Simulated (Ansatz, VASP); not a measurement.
## TaN: VASP beside Ansatz

```
CELL_PARAMETERS angstrom
0.00000 2.15579 2.15579
2.15579 0.00000 2.15579
2.15579 2.15579 0.00000
ATOMIC_POSITIONS crystal
Ta 0.49891 0.50109 0.50109
N 0.01403 0.98597 0.98597
```

Change from the starting cell: mode 4 frozen in at -0.061 Å, equal normal strain along x, y and z -0.0083.

Alike in both runs: task single point; functional LDA; k mesh 18 × 18 × 18; occupations gaussian, width 0.15 eV; no spin polarisation.

|  | VASP | Ansatz |
| --- | --- | --- |
| version | VASP 6.6.1 | Ansatz 0.2.0 |
| potentials or method | VASP PAW LDA potentials, release 64 (Ta_sv_GW, N), cutoff 600 eV | scalar-relativistic, plane waves, PAW |
| valence electrons in the cell | 18 | 18 |

```tsv
	VASP	Ansatz	Ansatz less VASP
gap on the k mesh at the Fermi level (eV)	none	none	-
pressure (GPa)	12.3	10.7	-1.59
traceless stress, the component that is largest in VASP (GPa)	1.76	1.74	-0.018
rms of the force components (eV/Å)	0.396	0.390	-0.0055
```

Ansatz warns that its potentials were made for another functional, while VASP's fit it. LDA's correlation is that of Perdew and Zunger in VASP and of Perdew and Wang (1992) in Ansatz. Atom by atom the forces differ by 0.005 eV/Å (rms over components). A gap of «none» marks a metal or a gap that the smearing closes.

Spin-orbit coupling is off throughout.
